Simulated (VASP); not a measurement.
# BaTe (I4/mmm) in VASP: further runs

The runs below take BaTe through single point, with r2SCAN.

Everything below comes from runs of VASP 6.6.1. Logs are shortened: lines on timing, memory, paths and dates and some standing lists are left out, and cuts for length are marked.

## (1) The cell of the first run

It takes space group I4/mmm (No. 139, tetragonal). The conventional cell has a = 5.019 Å, b = 5.019 Å, c = 7.052 Å, α = 90.00°, β = 90.00°, γ = 90.00°. Within 4.6 Å of Ba (site symmetry 4/mmm) lie 6 Te at 3.53 to 3.55 Å. Within 4.6 Å of Te (site symmetry 4/mmm) lie 6 Ba at 3.53 to 3.55 Å.

## (2) Single point, r2SCAN (in-plane strain +0.005, then relaxed in part)

Input file POSCAR:

```
BaTe
1.0
    3.5488713999      3.5488713999      0.0000000000
   -3.5488713999      3.5488713999      0.0000000000
    0.0000000000      3.5488713999      3.5258036710
Ba Te
1 1
Direct
    0.0000000000      0.0000000000      0.0000000000
    0.5000000000      0.5000000000      0.0000000000
```

Input file INCAR.step1:

```
SYSTEM = BaTe
ALGO = Normal
EDIFF = 1E-4
ENCUT = 520
GGA = PE
ISMEAR = 0
LASPH = .True.
LCHARG = .False.
LREAL = .False.
LWAVE = .True.
NBANDS = 15
NELM = 100
PREC = Accurate
SIGMA = 0.01
```

Input file INCAR.step2:

```
SYSTEM = BaTe
ALGO = Normal
EDIFF = 1E-6
ENCUT = 520
ISIF = 2
ISMEAR = 0
ISTART = 1
LASPH = .True.
LCHARG = .False.
LMIXTAU = .True.
LREAL = .False.
LWAVE = .False.
METAGGA = R2SCAN
NBANDS = 15
NELM = 100
PREC = Accurate
SIGMA = 0.01
```

Input file KPOINTS:

```
k-points
0
Gamma
  6 6 6
  0 0 0
```

Potentials or basis: VASP PAW PBE potentials, release 64 (Ba_sv, Te).

Launch:

```
$ cat potpaw_PBE.64/Ba_sv/POTCAR potpaw_PBE.64/Te/POTCAR > POTCAR
$ cp INCAR.step1 INCAR
$ mpirun -np 1 vasp_std > vasp.out
$ cp INCAR.step2 INCAR
$ mpirun -np 1 vasp_std > vasp.out
```

OUTCAR:

```text
SYSTEM = BaTe
   EDIFF = 1E-6
   ENCUT = 520
   ISIF = 2
   ISMEAR = 0
   ISTART = 1
   LASPH = .True.
   LREAL = .False.
   METAGGA = R2SCAN
   NELM = 100
   PREC = Accurate

 ion  position               nearest neighbor table
   1  0.000  0.000  0.000-   2 3.53   2 3.53   2 3.55   2 3.55   2 3.55   2 3.55
   2  0.500  0.500  0.000-   1 3.53   1 3.53   1 3.55   1 3.55   1 3.55   1 3.55

  LATTYP: Found a body centered tetragonal cell.
 ALAT       =     5.0188620649
 C/A-ratio  =     1.4050211484

  Lattice vectors:

 A1 = (   3.5488713999,   0.0000000000,  -3.5258036710)
 A2 = (  -3.5488713999,   0.0000000000,  -3.5258036710)
 A3 = (   0.0000000000,   3.5488713999,   3.5258036710)

Analysis of symmetry for initial positions (statically):
=====================================================================
 Subroutine PRICEL returns:
 Original cell was already a primitive cell.

 Routine SETGRP: Setting up the symmetry group for a
 body centered tetragonal supercell.

 Subroutine GETGRP returns: Found 16 space group operations
 (whereof 16 operations were pure point group operations)
 out of a pool of 16 trial point group operations.

The static configuration has the point symmetry D_4h.

Analysis of symmetry for dynamics (positions and initial velocities):
=====================================================================
 Subroutine PRICEL returns:
 Original cell was already a primitive cell.

 Routine SETGRP: Setting up the symmetry group for a
 body centered tetragonal supercell.

 Subroutine GETGRP returns: Found 16 space group operations
 (whereof 16 operations were pure point group operations)
 out of a pool of 16 trial point group operations.

The dynamic configuration has the point symmetry D_4h.

 Subroutine INISYM returns: Found 16 space group operations
 (whereof 16 operations are pure point group operations),
 and found     1 'primitive' translations

----------------------------------------------------------------------------------------

                                     Primitive cell

  volume of cell :      88.8114

  direct lattice vectors                    reciprocal lattice vectors
     3.548871400  3.548871400  0.000000000     0.140889861  0.140889861 -0.141811640
    -3.548871400  3.548871400  0.000000000    -0.140889861  0.140889861 -0.141811640
     0.000000000  3.548871400  3.525803671     0.000000000  0.000000000  0.283623279

  length of vectors
     5.018862065  5.018862065  5.002577310     0.244561745  0.244561745  0.283623279

  position of ions in fractional coordinates (direct lattice)
     0.000000000  0.000000000  0.000000000
     0.500000000  0.500000000  0.000000000

  ion indices of the primitive-cell ions
   primitive index   ion index
                 1           1
                 2           2

----------------------------------------------------------------------------------------

 KPOINTS: k-points

Automatic generation of k-mesh.
 Grid dimensions read from file:
 generate k-points for:    6    6    6

 Generating k-lattice:

  Cartesian coordinates                     Fractional coordinates (reciprocal lattice)
     0.023481644  0.023481644 -0.023635273     0.166666667  0.000000000 -0.000000000
    -0.023481644  0.023481644 -0.023635273     0.000000000  0.166666667 -0.000000000
     0.000000000  0.000000000  0.047270547     0.000000000  0.000000000  0.166666667

  Length of vectors
     0.040760291  0.040760291  0.047270547

  Shift w.r.t. Gamma in fractional coordinates (k-lattice)
     0.000000000  0.000000000  0.000000000

 Subroutine IBZKPT returns following result:
 ===========================================

 Found     30 irreducible k-points:

 Following reciprocal coordinates:
            Coordinates               Weight
  0.000000  0.000000  0.000000      1.000000
  0.166667  0.000000  0.000000      8.000000
  0.333333  0.000000 -0.000000      8.000000
  0.500000  0.000000 -0.000000      4.000000
  0.166667  0.166667  0.000000      8.000000
  0.333333  0.166667  0.000000     16.000000
[... 16 lines left out ...]
 -0.333333 -0.333333  0.166667      4.000000
 -0.166667 -0.333333  0.166667     16.000000
 [... further k-points ...]
   k-points           NKPTS =     30   k-points in BZ     NKDIM =     30   number of bands    NBANDS=     15
   number of dos      NEDOS =    301   number of ions     NIONS =      2
   total plane-waves  NPLWV =  64000
   dimension x,y,z NGX =    40 NGY =   40 NGZ =   40
   dimension x,y,z NGXF=    80 NGYF=   80 NGZF=   80
   ions per type =               1   1
   NGX,Y,Z   is equivalent  to a cutoff of  13.25, 13.25, 13.29 a.u.
   NGXF,Y,Z  is equivalent  to a cutoff of  26.50, 26.50, 26.59 a.u.
 SYSTEM =  BaTe
   PREC   = accura    normal or accurate (medium, high low for compatibility)
   ISTART =      1    job   : 0-new  1-cont  2-samecut
   ICHARG =      0    charge: 1-file 2-atom 10-const
   ISPIN  =      1    spin polarized calculation?
   LNONCOLLINEAR =      F non collinear calculations
   LSORBIT =      F    spin-orbit coupling
   LASPH  =      T    aspherical Exc in radial PAW
   ENCUT  =  520.0 eV  38.22 Ry    6.18 a.u.   9.33  9.33  9.30*2*pi/ulx,y,z
   NELM   =    100;   NELMIN=  2; NELMDL=  0     # of ELM steps
   EDIFF  = 0.1E-05   stopping-criterion for ELM
   LREAL  =      F    real-space projection
[... 7 lines left out ...]
   TEBEG  =    0.0;   TEEND  =   0.0 temperature during run
   PSTRESS=    0.0 pullay stress
   NELECT =      16.0000    total number of electrons
   NUPDOWN=      -1.0000    fix difference up-down
   EMIN   =  10.00;   EMAX   =-10.00  energy-range for DOS
   EFERMI =   0.00;   METHOD = LEGACY
   ISMEAR =     0;   SIGMA  =   0.01  broadening in eV -4-tet -1-fermi 0-gaus
   EFERMI_NEDOS =   21; number of points for ismear=-14 and -15
   IALGO  =     38    algorithm
   IMIX   =      4    mixing-type and parameters
     AMIX     =   0.40;   BMIX     =  1.00
     AMIX_MAG =   1.60;   BMIX_MAG =  1.00
  volume/ion in A,a.u.               =      44.41       299.66
  Fermi-wavevector in a.u.,A,eV,Ry     =   0.924610  1.747260 11.631672  0.854904
  Thomas-Fermi vector in A             =   2.050375
   LORBIT       =      0    0 simple, 1 ext, 2 COOP (PROOUT), +10 PAW based schemes
   METAGGA = R2SCAN    functional components
   LHFCALC =     F    Hartree Fock is set to
   AEXX    =    0.0000 exact exchange contribution
   IVDW    =     0    specifies the selected vdW correction
   LEPSILON=     F    determine dielectric tensor
   LRPA    =     F    only Hartree local field effects (RPA)
 non-spin polarized calculation
 Gauss-broadening in eV      SIGMA  =   0.01
  energy-cutoff  :      520.00
  volume of cell :       88.81
 maximum number of plane-waves:      2421
 NGX is ok and might be reduce to    40
   NGX = 19   NGY = 19   NGZ = 19

 number of electron      16.0000000 magnetization

 Free energy of the ion-electron system (eV)
  ---------------------------------------------------
  ext. energy  EPLUGINS =         0.00000000
  ---------------------------------------------------
  free energy    TOTEN  =       -56.02863563 eV

  energy without entropy =      -56.02863563  energy(sigma->0) =      -56.02863563

 E-fermi :   1.9014     XC(G=0):  -8.4828

 val. band max:        1.8581582331   @ k =   0.0000   0.0000   0.0000
 cond. band min:       3.7929396172   @ k =   0.0000   0.0000   0.5000
 fundamental gap:      1.9347813841
 Fermi energy:         1.9014376947

 k-point     1 :       0.0000    0.0000    0.0000
  band No.  band energies     occupation
      1     -26.0575      2.00000
      2     -10.7775      2.00000
      3     -10.7775      2.00000
      4     -10.7771      2.00000
      5      -7.8892      2.00000
      6       1.8428      2.00000
      7       1.8428      2.00000
      8       1.8582      2.00000
      9       5.1959      0.00000
     10       5.1959      0.00000
     11       5.2353      0.00000
     12       5.2818      0.00000
     13       5.8474      0.00000
     14       5.8776      0.00000
     15       9.3346      0.00000

 k-point     2 :       0.1667    0.0000    0.0000
  band No.  band energies     occupation
      1     -26.0546      2.00000
      2     -10.8812      2.00000
      3     -10.7801      2.00000
      4     -10.7792      2.00000
      5      -7.7135      2.00000
      6       1.1142      2.00000
      7       1.5037      2.00000
      8       1.5095      2.00000
      9       5.2613      0.00000
     10       5.5359      0.00000
     11       5.5558      0.00000
     12       6.2877      0.00000
     13       6.5690      0.00000
     14       6.6122      0.00000
     15      10.1473      0.00000

 k-point     3 :       0.3333    0.0000   -0.0000
  band No.  band energies     occupation
      1     -26.0489      2.00000
      2     -11.0639      2.00000
      3     -10.7855      2.00000
      4     -10.7830      2.00000
      5      -7.3758      2.00000
      6       0.1208      2.00000
      7       0.9995      2.00000
      8       1.0000      2.00000
      9       5.6779      0.00000
     10       6.4089      0.00000
     11       6.4135      0.00000
     12       7.6008      0.00000
     13       8.1793      0.00000
     14       8.2346      0.00000
     15      10.4213      0.00000

 k-point     4 :       0.5000    0.0000   -0.0000
  band No.  band energies     occupation
      1     -26.0460      2.00000
      2     -11.1458      2.00000
      3     -10.7881      2.00000
      4     -10.7849      2.00000
      5      -7.2096      2.00000
      6      -0.2783      2.00000
      7       0.7941      2.00000
      8       0.7970      2.00000
      9       6.4394      0.00000
     10       7.0216      0.00000
     11       7.1699      0.00000
     12       7.1861      0.00000
     13       9.2181      0.00000
     14       9.2613      0.00000
     15       9.6695      0.00000
[... 307 lines left out ...]
 k-point    22 :      -0.1667    0.5000    0.1667
  band No.  band energies     occupation
      1     -26.0451      2.00000
      2     -11.0055      2.00000
      3     -10.8572      2.00000
      4     -10.8138      2.00000
      5      -7.4594      2.00000
      6       0.2795      2.00000
      7       0.9626      2.00000
      8       1.1925      2.00000
      9       5.0133      0.00000
     10       6.7279      0.00000
     11       7.1712      0.00000
     12       7.3372      0.00000
     13       7.8874      0.00000
     14       9.2928      0.00000
     15       9.7565      0.00000

 k-point    23 :      -0.3333   -0.3333    0.1667
  band No.  band energies     occupation
      1     -26.0422      2.00000
      2     -10.9315      2.00000
      3     -10.8911      2.00000
      4     -10.8780      2.00000
      5      -7.5504      2.00000
      6       0.7875      2.00000
      7       0.8288      2.00000
      8       1.1329      2.00000
      9       4.7960      0.00000
     10       6.7862      0.00000
     11       7.0680      0.00000
     12       7.6144      0.00000
     13       8.0130      0.00000
     14       8.7820      0.00000
     15      10.3819      0.00000

 k-point    24 :      -0.1667   -0.3333    0.1667
  band No.  band energies     occupation
      1     -26.0431      2.00000
      2     -11.0100      2.00000
      3     -10.8757      2.00000
      4     -10.8325      2.00000
      5      -7.4312      2.00000
      6       0.3502      2.00000
      7       0.8945      2.00000
      8       0.9422      2.00000
      9       5.8350      0.00000
     10       5.9553      0.00000
     11       7.6507      0.00000
     12       7.6751      0.00000
     13       7.8091      0.00000
     14       9.5096      0.00000
     15      10.3955      0.00000

 [... further k-points ...]
[... 5 lines left out ...]
  --------------------------------------------------------------------------------------
  -------------------------------------------------------------------------------------
  Total       -0.0413002     -0.0413002      0.1934452      0.0000000      0.0000000      0.0000000
  in kB       -0.7450644     -0.7450644      3.4897943      0.0000000      0.0000000      0.0000000
  external PRESSURE =       0.6665552 kB  Pullay stress =       0.0000000 kB

 VOLUME and BASIS-vectors are now :
 -----------------------------------------------------------------------------
  energy-cutoff  :      520.00
  volume of cell :       88.81
      direct lattice vectors                 reciprocal lattice vectors
     3.548871400  3.548871400  0.000000000     0.140889861  0.140889861 -0.141811640
    -3.548871400  3.548871400  0.000000000    -0.140889861  0.140889861 -0.141811640
     0.000000000  3.548871400  3.525803671     0.000000000  0.000000000  0.283623279

 POSITION                                       TOTAL-FORCE (eV/Angst)
 -----------------------------------------------------------------------------------
      0.00000      0.00000      0.00000         0.000000     -0.000000      0.000000
      0.00000      3.54887      0.00000        -0.000000      0.000000      0.000000
 -----------------------------------------------------------------------------------
    total drift:                                0.000000     -0.000000     -0.000000

  FREE ENERGIE OF THE ION-ELECTRON SYSTEM (eV)
  ---------------------------------------------------
  free  energy   TOTEN  =       -56.0286356250 eV

  energy  without entropy=      -56.0286356250  energy(sigma->0) =      -56.02863563
```

Run time: 3.1 min. Hardware: 1 thread of AMD EPYC 9R14 (Zen 4), shared host; peak memory 0.24 GiB.

What came out:

- Free energy: -56.0286 eV
- Pressure: 0.1 GPa
- Band gap on the k mesh: 1.93 eV (least direct gap 2.32 eV)

Levels at points of the mesh, in eV from the valence-band top:
```
           k point  band 5  band 6  band 7  band 8  band 9  band 10  band 11  band 12
(0.00, 0.00, 0.00)   -9.75   -0.02   -0.02    0.00    3.34     3.34     3.38     3.42
(0.50, 0.00, 0.00)   -9.07   -2.14   -1.06   -1.06    4.58     5.16     5.31     5.33
(0.50, 0.50, 0.00)   -9.54   -1.15   -0.40   -0.39    1.94     4.87     5.19     6.05
(0.00, 0.00, 0.50)   -9.54   -1.13   -0.41   -0.41    1.93     4.89     5.18     6.07
```

Caveat: the cell differs from its parent crystal (in-plane strain +0.005, then relaxed in part); the PAW data sets were made with another functional, which shifts forces and pressure a little; spin-orbit coupling is left out, which moves the levels of the heavy elements. A k mesh can miss the band edges.

[end of part 1 of 2]
